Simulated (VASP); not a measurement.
# NiO2 (P-3m1) in VASP: notebook

Runs on NiO2. Level: r2SCAN. Tasks: relaxation of shape and atoms at fixed volume.

Program: VASP 6.6.1. These are calculated values, not measurements. Logs are shortened: lines on timing, memory, paths and dates and some standing lists are left out, and cuts for length are marked.

## 1. The cell of the first run

The structure is trigonal, space group P-3m1 (No. 164). The conventional cell has a = 2.804 Å, b = 2.804 Å, c = 4.653 Å, α = 90.00°, β = 90.00°, γ = 120.00°. Within 2.5 Å of Ni (site symmetry -3m) lie 6 O at 1.88 Å. Within 2.5 Å of O (site symmetry 3m) lie 3 Ni at 1.88 Å and 3 O at 2.49 Å.

## 2. Relaxation of shape and atoms at fixed volume, r2SCAN (volume scaled by 1.03)

Contents of POSCAR:

```
NiO2
1.0
    2.8037261160      0.0000000000      0.0000000000
   -1.4018630580      2.4280980417      0.0000000000
    0.0000000000      0.0000000000      4.6526131109
Ni O
1 2
Direct
    0.0000000000      0.0000000000      0.5000000000
    0.6666666667      0.3333333333      0.7038965614
    0.3333333333      0.6666666667      0.2961034386
```

Contents of INCAR.step1:

```
ALGO = Normal ; EDIFF = 1E-4
ENCUT = 600 ; GGA = PE
ISMEAR = 0 ; LASPH = T
LCHARG = F ; LREAL = F
LWAVE = T ; NELM = 60
PREC = Accurate ; SIGMA = 0.02
```

Contents of INCAR.step2:

```
ALGO = Normal ; EDIFF = 1E-6
EDIFFG = -0.01 ; ENCUT = 600
IBRION = 2 ; ISIF = 4
ISMEAR = 0 ; ISTART = 1
LASPH = T ; LCHARG = F
LMIXTAU = T ; LREAL = F
LWAVE = F ; METAGGA = R2SCAN
NELM = 60 ; NSW = 50
PREC = Accurate ; SIGMA = 0.02
```

Contents of KPOINTS:

```
k-points
0
Gamma
  12 12 6
```

Potentials or basis: VASP PAW PBE potentials, release 64 (Ni, O).

Launch:

```sh
cat potpaw_PBE.64/Ni/POTCAR potpaw_PBE.64/O/POTCAR > POTCAR
cp INCAR.step1 INCAR
mpirun -np 1 vasp_std > vasp.out
cp INCAR.step2 INCAR
mpirun -np 1 vasp_std > vasp.out
```

OUTCAR:

```text
EDIFF = 1E-6
   EDIFFG = -0.01
   ENCUT = 600
   IBRION = 2
   ISIF = 4
   ISMEAR = 0
   ISTART = 1
   LASPH = T
   LREAL = F
   METAGGA = R2SCAN
   NELM = 60
   NSW = 50
   PREC = Accurate

 ion  position               nearest neighbor table
   1  0.000  0.000  0.500-   2 1.88   3 1.88   3 1.88   2 1.88   2 1.88   3 1.88
   2  0.667  0.333  0.704-   1 1.88   1 1.88   1 1.88
   3  0.333  0.667  0.296-   1 1.88   1 1.88   1 1.88

  LATTYP: Found a hexagonal cell.
 ALAT       =     2.8037261160
 C/A-ratio  =     1.6594392314

  Lattice vectors:

 A1 = (   2.8037261160,   0.0000000000,   0.0000000000)
 A2 = (  -1.4018630580,   2.4280980417,   0.0000000000)
 A3 = (   0.0000000000,   0.0000000000,   4.6526131109)

Analysis of symmetry for initial positions (statically):
=====================================================================
 Subroutine PRICEL returns:
 Original cell was already a primitive cell.

 Routine SETGRP: Setting up the symmetry group for a
 hexagonal supercell.

 Subroutine GETGRP returns: Found 12 space group operations
 (whereof 12 operations were pure point group operations)
 out of a pool of 24 trial point group operations.

The static configuration has the point symmetry D_3d.

Analysis of symmetry for dynamics (positions and initial velocities):
=====================================================================
 Subroutine PRICEL returns:
 Original cell was already a primitive cell.

 Routine SETGRP: Setting up the symmetry group for a
 hexagonal supercell.

 Subroutine GETGRP returns: Found 12 space group operations
 (whereof 12 operations were pure point group operations)
 out of a pool of 24 trial point group operations.

The dynamic configuration has the point symmetry D_3d.

 Subroutine INISYM returns: Found 12 space group operations
 (whereof 12 operations are pure point group operations),
 and found     1 'primitive' translations

----------------------------------------------------------------------------------------

                                     Primitive cell

  volume of cell :      31.6737

  direct lattice vectors                    reciprocal lattice vectors
     2.803726116  0.000000000  0.000000000     0.356668219  0.205922492  0.000000000
    -1.401863058  2.428098042  0.000000000     0.000000000  0.411844984  0.000000000
     0.000000000  0.000000000  4.652613111     0.000000000  0.000000000  0.214932980

  length of vectors
     2.803726116  2.803726116  4.652613111     0.411844984  0.411844984  0.214932980

  position of ions in fractional coordinates (direct lattice)
     0.000000000  0.000000000  0.500000000
     0.666666667  0.333333333  0.703896561
     0.333333333  0.666666667  0.296103439

  ion indices of the primitive-cell ions
   primitive index   ion index
                 1           1
                 2           2
                 3           3

----------------------------------------------------------------------------------------

 KPOINTS: k-points

Automatic generation of k-mesh.
 Grid dimensions read from file:
 generate k-points for:   12   12    6

 Generating k-lattice:

  Cartesian coordinates                     Fractional coordinates (reciprocal lattice)
     0.029722352  0.017160208  0.000000000     0.083333333  0.000000000  0.000000000
     0.000000000  0.034320415  0.000000000     0.000000000  0.083333333  0.000000000
     0.000000000  0.000000000  0.035822163     0.000000000  0.000000000  0.166666667

  Length of vectors
     0.034320415  0.034320415  0.035822163

  Shift w.r.t. Gamma in fractional coordinates (k-lattice)
     0.000000000  0.000000000  0.000000000

 Subroutine IBZKPT returns following result:
 ===========================================

 Found    100 irreducible k-points:

 Following reciprocal coordinates:
            Coordinates               Weight
  0.000000  0.000000  0.000000      1.000000
  0.083333  0.000000  0.000000      6.000000
  0.166667  0.000000  0.000000      6.000000
  0.250000  0.000000  0.000000      6.000000
  0.333333 -0.000000  0.000000      6.000000
  0.416667 -0.000000  0.000000      6.000000
[... 16 lines left out ...]
  0.166667  0.000000  0.166667      6.000000
  0.000000  0.166667  0.166667      6.000000
 [... further k-points ...]
   k-points           NKPTS =    100   k-points in BZ     NKDIM =    100   number of bands    NBANDS=     15
   number of dos      NEDOS =    301   number of ions     NIONS =      3
   total plane-waves  NPLWV =  23040
   dimension x,y,z NGX =    24 NGY =   24 NGZ =   40
   dimension x,y,z NGXF=    48 NGYF=   48 NGZF=   80
   ions per type =               1   2
   NGX,Y,Z   is equivalent  to a cutoff of  14.23, 14.23, 14.29 a.u.
   NGXF,Y,Z  is equivalent  to a cutoff of  28.46, 28.46, 28.59 a.u.
 SYSTEM =  unknown system
   PREC   = accura    normal or accurate (medium, high low for compatibility)
   ISTART =      1    job   : 0-new  1-cont  2-samecut
   ICHARG =      0    charge: 1-file 2-atom 10-const
   ISPIN  =      1    spin polarized calculation?
   LNONCOLLINEAR =      F non collinear calculations
   LSORBIT =      F    spin-orbit coupling
   LASPH  =      T    aspherical Exc in radial PAW
   ENCUT  =  600.0 eV  44.10 Ry    6.64 a.u.   5.60  5.60  9.29*2*pi/ulx,y,z
   NELM   =     60;   NELMIN=  2; NELMDL=  0     # of ELM steps
   EDIFF  = 0.1E-05   stopping-criterion for ELM
   LREAL  =      F    real-space projection
   EDIFFG = -.1E-01   stopping-criterion for IOM
   NSW    =     50    number of steps for IOM
   IBRION =      2    ionic relax: 0-MD 1-quasi-New 2-CG
   NFREE  =      1    steps in history (QN), initial steepest desc. (CG)
   ISIF   =      4    stress and relaxation
   ISYM   =      2    0-nonsym 1-usesym 2-fastsym
   POTIM  = 0.5000    time-step for ionic-motion
   TEBEG  =    0.0;   TEEND  =   0.0 temperature during run
   PSTRESS=    0.0 pullay stress
   NELECT =      22.0000    total number of electrons
   NUPDOWN=      -1.0000    fix difference up-down
   EMIN   =  10.00;   EMAX   =-10.00  energy-range for DOS
   EFERMI =   0.00;   METHOD = LEGACY
   ISMEAR =     0;   SIGMA  =   0.02  broadening in eV -4-tet -1-fermi 0-gaus
   EFERMI_NEDOS =   21; number of points for ismear=-14 and -15
   IALGO  =     38    algorithm
   IMIX   =      4    mixing-type and parameters
     AMIX     =   0.40;   BMIX     =  1.00
     AMIX_MAG =   1.60;   BMIX_MAG =  1.00
  volume/ion in A,a.u.               =      10.56        71.25
  Fermi-wavevector in a.u.,A,eV,Ry     =   1.449827  2.739776 28.599418  2.101998
  Thomas-Fermi vector in A             =   2.567509
   LORBIT       =      0    0 simple, 1 ext, 2 COOP (PROOUT), +10 PAW based schemes
   METAGGA = R2SCAN    functional components
   LHFCALC =     F    Hartree Fock is set to
   AEXX    =    0.0000 exact exchange contribution
   IVDW    =     0    specifies the selected vdW correction
   LEPSILON=     F    determine dielectric tensor
   LRPA    =     F    only Hartree local field effects (RPA)
 conjugate gradient relaxation of ions
 non-spin polarized calculation
 Gauss-broadening in eV      SIGMA  =   0.02
  energy-cutoff  :      600.00
  volume of cell :       31.67
 maximum number of plane-waves:      1099
 NGX is ok and might be reduce to    24
   NGX = 11   NGY = 11   NGZ = 19

--------------------------------------- Ionic step        1  -------------------------------------------

 number of electron      22.0000003 magnetization

 Free energy of the ion-electron system (eV)
  ---------------------------------------------------
  ext. energy  EPLUGINS =         0.00000000
  ---------------------------------------------------
  free energy    TOTEN  =       -26.45912691 eV

  energy without entropy =      -26.45912691  energy(sigma->0) =      -26.45912691

------------------------ aborting loop because EDIFF is reached ----------------------------------------

  FORCE on cell =-STRESS in cart. coord.  units (eV):
  Direction    XX          YY          ZZ          XY          YZ          ZX
  --------------------------------------------------------------------------------------
  -------------------------------------------------------------------------------------
  Total       -1.0544286     -1.0544286     -0.6940203      0.0000000      0.0000000      0.0000000
  in kB      -53.3370532    -53.3370532    -35.1062163      0.0000000      0.0000000      0.0000000
  external PRESSURE =     -47.2601076 kB  Pullay stress =       0.0000000 kB
[... 133 lines left out ...]
  energy  without entropy=      -26.4668302381  energy(sigma->0) =      -26.46683024

--------------------------------------- Ionic step        5  -------------------------------------------

 number of electron      22.0000001 magnetization

 Free energy of the ion-electron system (eV)
  ---------------------------------------------------
  ext. energy  EPLUGINS =         0.00000000
  ---------------------------------------------------
  free energy    TOTEN  =       -26.46704760 eV

  energy without entropy =      -26.46704760  energy(sigma->0) =      -26.46704760

 E-fermi :   2.0926     XC(G=0): -11.3926

 val. band max:        1.9196890156   @ k =   0.0833   0.0833   0.5000
 cond. band min:       3.3463562605   @ k =   0.2500   0.0000   0.3333
 fundamental gap:      1.4266672448
 Fermi energy:         2.0926096804

 k-point     1 :       0.0000    0.0000    0.0000
  band No.  band energies     occupation
      1     -18.5061      2.00000
      2     -16.0809      2.00000
      3      -3.8376      2.00000
      4      -3.4946      2.00000
      5      -3.4946      2.00000
      6      -0.3875      2.00000
      7      -0.3875      2.00000
      8       1.1289      2.00000
      9       1.1289      2.00000
     10       1.3608      2.00000
     11       1.4576      2.00000
     12       4.6249      0.00000
     13       4.6249      0.00000
     14      10.6641      0.00000
     15      14.2846      0.00000
[... 397 lines left out ...]
 k-point    24 :       0.0000    0.1667    0.1667
  band No.  band energies     occupation
      1     -18.1323      2.00000
      2     -16.1386      2.00000
      3      -3.6629      2.00000
      4      -3.3037      2.00000
      5      -3.2483      2.00000
      6      -1.2310      2.00000
      7      -0.8464      2.00000
      8       0.5622      2.00000
      9       1.2506      2.00000
     10       1.2898      2.00000
     11       1.7520      2.00000
     12       3.9277      0.00000
     13       4.5118      0.00000
     14      12.0514      0.00000
     15      15.3799      0.00000

 [... further k-points ...]
[... 5 lines left out ...]
  --------------------------------------------------------------------------------------
  -------------------------------------------------------------------------------------
  Total       -0.1660307     -0.1660307     -0.1739272      0.0000000      0.0000000     -0.0000000
  in kB       -8.3984691     -8.3984691     -8.7979061      0.0000000      0.0000000     -0.0000000
  external PRESSURE =      -8.5316147 kB  Pullay stress =       0.0000000 kB
[... 18 lines left out ...]
  FREE ENERGIE OF THE ION-ELECTRON SYSTEM (eV)
  ---------------------------------------------------
  free  energy   TOTEN  =       -26.4670476022 eV

  energy  without entropy=      -26.4670476022  energy(sigma->0) =      -26.46704760

 reached required accuracy - stopping structural energy minimisation
```

Run time: 5.5 min. Hardware: 1 thread of Intel Xeon 6975P-C (Granite Rapids), shared host; peak memory 0.21 GiB.

What came out:

```yaml
Free_energy: -26.4670 eV
Energy_gained_by_relaxing: 2.6 meV/atom
Ionic_steps: 5
Pressure_after_relaxing: -0.9 GPa
Band_gap_on_the_k_mesh: 1.43 eV, indirect (least direct gap 1.63 eV)
```

The path:
```csv
step,energy change (eV),largest force (eV/Å),pressure (GPa),volume (Å³)
1,0.0000,0.2890,-4.73,31.67
2,-0.0060,0.0352,-2.45,31.67
3,-0.0064,0.0529,-1.65,31.67
4,-0.0077,0.0213,-1.17,31.67
5,-0.0079,0.0007,-0.85,31.67
```

Final structure:
```xyz
3
Lattice="2.7847 0.0000 0.0000 -1.3924 2.4117 0.0000 0.0000 0.0000 4.7163" Properties=species:S:1:pos:R:3 pbc="T T T"
Ni    0.0000    0.0000    2.3581
O     1.3924    0.8039    3.3006
O     0.0000    1.6078    1.4157
```

Caveat: the cell differs from its parent crystal (volume scaled by 1.03); the PAW data sets were made with another functional, which shifts forces and pressure a little. A k mesh can miss the band edges.

## 3. Relaxation of shape and atoms at fixed volume, r2SCAN (volume scaled by 1.06)

Contents of POSCAR:

```
NiO2
1.0
    2.8038530439      0.0000000000      0.0000000000
   -1.4019265220      2.4282079645      0.0000000000
    0.0000000000      0.0000000000      4.7876926157
Ni O
1 2
Direct
    0.0000000000      0.0000000000      0.5000000000
    0.6666666667      0.3333333333      0.6981843551
    0.3333333333      0.6666666667      0.3018156449
```

Contents of INCAR.step1:

```
PREC     = Accurate       # precision mode
ENCUT    = 600            # plane-wave cutoff, eV
ISMEAR   = 0              # smearing method
SIGMA    = 0.02           # smearing width, eV
LREAL    = False          # projectors in reciprocal space
LASPH    = True           # aspherical terms in the spheres
NELM     = 60             # most SCF steps
GGA      = PE             # functional
ALGO     = Normal         # electronic algorithm
EDIFF    = 1E-4           # SCF threshold, eV
LWAVE    = True           # write WAVECAR
LCHARG   = False          # write CHGCAR
```

Contents of INCAR.step2:

```
PREC     = Accurate       # precision mode
ENCUT    = 600            # plane-wave cutoff, eV
EDIFF    = 1E-6           # SCF threshold, eV
ISMEAR   = 0              # smearing method
SIGMA    = 0.02           # smearing width, eV
LREAL    = False          # projectors in reciprocal space
LASPH    = True           # aspherical terms in the spheres
NELM     = 60             # most SCF steps
ALGO     = Normal         # electronic algorithm
ISIF     = 4              # what is computed and relaxed
LWAVE    = False          # write WAVECAR
LCHARG   = False          # write CHGCAR
METAGGA  = R2SCAN         # meta-GGA
LMIXTAU  = True         
IBRION   = 2              # ionic algorithm
NSW      = 50             # ionic steps
EDIFFG   = -0.01          # ionic threshold
ISTART   = 1
```

Contents of KPOINTS:

```
Automatic mesh
0
Gamma
  12 12 6
```

Potentials or basis: VASP PAW PBE potentials, release 64 (Ni, O).

Launch:

```sh
cat potpaw_PBE.64/Ni/POTCAR potpaw_PBE.64/O/POTCAR > POTCAR
cp INCAR.step1 INCAR
mpirun -np 1 vasp_std > vasp.out
cp INCAR.step2 INCAR
mpirun -np 1 vasp_std > vasp.out
```

OUTCAR:

```text
PREC = Accurate
   ENCUT = 600
   EDIFF = 1E-6
   ISMEAR = 0
   LREAL = False
   LASPH = True
   NELM = 60
   ISIF = 4
   METAGGA = R2SCAN
   IBRION = 2
   NSW = 50
   EDIFFG = -0.01
   ISTART = 1

 ion  position               nearest neighbor table
   1  0.000  0.000  0.500-   2 1.88   3 1.88   2 1.88   3 1.88   2 1.88   3 1.88
   2  0.667  0.333  0.698-   1 1.88   1 1.88   1 1.88
   3  0.333  0.667  0.302-   1 1.88   1 1.88   1 1.88

  LATTYP: Found a hexagonal cell.
 ALAT       =     2.8038530439
 C/A-ratio  =     1.7075404954

  Lattice vectors:

 A1 = (   2.8038530439,   0.0000000000,   0.0000000000)
 A2 = (  -1.4019265220,   2.4282079645,   0.0000000000)
 A3 = (   0.0000000000,   0.0000000000,   4.7876926157)

Analysis of symmetry for initial positions (statically):
=====================================================================
 Subroutine PRICEL returns:
 Original cell was already a primitive cell.

 Routine SETGRP: Setting up the symmetry group for a
 hexagonal supercell.

 Subroutine GETGRP returns: Found 12 space group operations
 (whereof 12 operations were pure point group operations)
 out of a pool of 24 trial point group operations.

The static configuration has the point symmetry D_3d.

Analysis of symmetry for dynamics (positions and initial velocities):
[... 309 lines left out ...]
--------------------------------------- Ionic step        5  -------------------------------------------

 number of electron      22.0000015 magnetization

 Free energy of the ion-electron system (eV)
  ---------------------------------------------------
  ext. energy  EPLUGINS =         0.00000000
  ---------------------------------------------------
  free energy    TOTEN  =       -26.46404491 eV

  energy without entropy =      -26.46404491  energy(sigma->0) =      -26.46404491

 E-fermi :   1.6716     XC(G=0): -11.1527

 val. band max:        1.5864733945   @ k =   0.0833   0.0833   0.5000
 cond. band min:       3.0635225588   @ k =   0.2500   0.0000   0.3333
 fundamental gap:      1.4770491643
 Fermi energy:         1.6715839488

 k-point     1 :       0.0000    0.0000    0.0000
  band No.  band energies     occupation
      1     -18.7921      2.00000
      2     -16.3998      2.00000
      3      -4.0810      2.00000
      4      -3.7925      2.00000
      5      -3.7925      2.00000
      6      -0.6896      2.00000
      7      -0.6896      2.00000
      8       0.8261      2.00000
      9       0.8261      2.00000
     10       0.9614      2.00000
     11       1.1757      2.00000
     12       4.3292      0.00000
     13       4.3292      0.00000
     14      10.2525      0.00000
[... 401 lines left out ...]
      2     -16.4459      2.00000
      3      -3.9605      2.00000
      4      -3.5829      2.00000
      5      -3.5485      2.00000
      6      -1.5336      2.00000
      7      -1.1465      2.00000
      8       0.2593      2.00000
      9       0.9557      2.00000
     10       0.9998      2.00000
     11       1.4250      2.00000
     12       3.6165      0.00000
     13       4.2062      0.00000
     14      11.5991      0.00000
     15      15.0024      0.00000

 [... further k-points ...]
[... 5 lines left out ...]
  --------------------------------------------------------------------------------------
  -------------------------------------------------------------------------------------
  Total       -0.1903006     -0.1903006     -0.1978390      0.0000000      0.0000000      0.0000000
  in kB       -9.3536976     -9.3536976     -9.7242274      0.0000000      0.0000000      0.0000000
  external PRESSURE =      -9.4772076 kB  Pullay stress =       0.0000000 kB
[... 18 lines left out ...]
  FREE ENERGIE OF THE ION-ELECTRON SYSTEM (eV)
  ---------------------------------------------------
  free  energy   TOTEN  =       -26.4640449052 eV

  energy  without entropy=      -26.4640449052  energy(sigma->0) =      -26.46404491

 reached required accuracy - stopping structural energy minimisation
```

Wall time 26 min (1 thread of Oxide Virtual Turin-like, shared host); peak memory 0.18 GiB.

What came out:

* Free energy: -26.4640 eV
* Energy gained by relaxing: 2.6 meV/atom
* Ionic steps: 5
* Pressure after relaxing: -0.9 GPa
* Band gap on the k mesh: 1.48 eV, indirect (least direct gap 1.68 eV)

Forces in eV/Å, atoms in the order of the input:
```
Ni   0.000  0.000  0.000
O    0.000  0.000  0.002
O    0.000  0.000 -0.002
```

The path:
| step | energy change (eV) | largest force (eV/Å) | pressure (GPa) | volume (Å³) |
| --- | --- | --- | --- | --- |
| 1 | 0.0000 | 0.2862 | -4.79 | 32.60 |
| 2 | -0.0058 | 0.0361 | -2.58 | 32.60 |
| 3 | -0.0063 | 0.0528 | -1.79 | 32.60 |
| 4 | -0.0076 | 0.0225 | -1.28 | 32.60 |
| 5 | -0.0079 | 0.0021 | -0.95 | 32.60 |

Final structure:
```
CELL_PARAMETERS angstrom
2.78463 0.00000 0.00000
-1.39231 2.41156 0.00000
0.00000 0.00000 4.85404
ATOMIC_POSITIONS crystal
Ni 0.00000 0.00000 0.50000
O 0.66667 0.33333 0.69421
O 0.33333 0.66667 0.30579
```

Caveat: the cell differs from its parent crystal (volume scaled by 1.06); the PAW data sets were made with another functional, which shifts forces and pressure a little.
